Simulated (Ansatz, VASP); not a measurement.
**Two plane-wave programs on GeCN2**

```
Ge C N
1.0
     1.85571    1.07139    4.18721
    -1.85571    1.07139    4.18721
     0.00000   -2.14279    4.18721
Ge C N
1 1 2
Cartesian
  0.0000 0.0000 0.0000
  0.0000 0.0000 6.2808
  0.0000 0.0000 5.2196
  0.0000 0.0000 7.3420
```

Alike in both runs: task single point; functional LDA; k mesh 12 × 12 × 12; occupations gaussian, width 0.05 eV; no spin polarisation.

|  | VASP | Ansatz |
| --- | --- | --- |
| version | VASP 6.6.1 | Ansatz 0.2.0 |
| potentials or method | VASP PAW LDA potentials, release 64 (Ge_d, C, N), cutoff 520 eV | scalar-relativistic, plane waves, PAW |
| valence electrons in the cell | 28 | 28 |

Ansatz gave:

```
gap on the k mesh at the Fermi level (eV) : none
rms of the force components (eV/Å)        : 9.603
```

Problem. What did VASP give for the same quantities?

Solution. gap on the k mesh at the Fermi level (eV): none; rms of the force components (eV/Å): 9.962.

LDA's correlation is that of Perdew and Zunger in VASP and of Perdew and Wang (1992) in Ansatz. Atom by atom the forces differ by 0.360 eV/Å (rms over components). A gap of «none» marks a metal or a gap that the smearing closes.

Noted on VASP's run: the standard files for N, O and F lose accuracy on very short bonds.
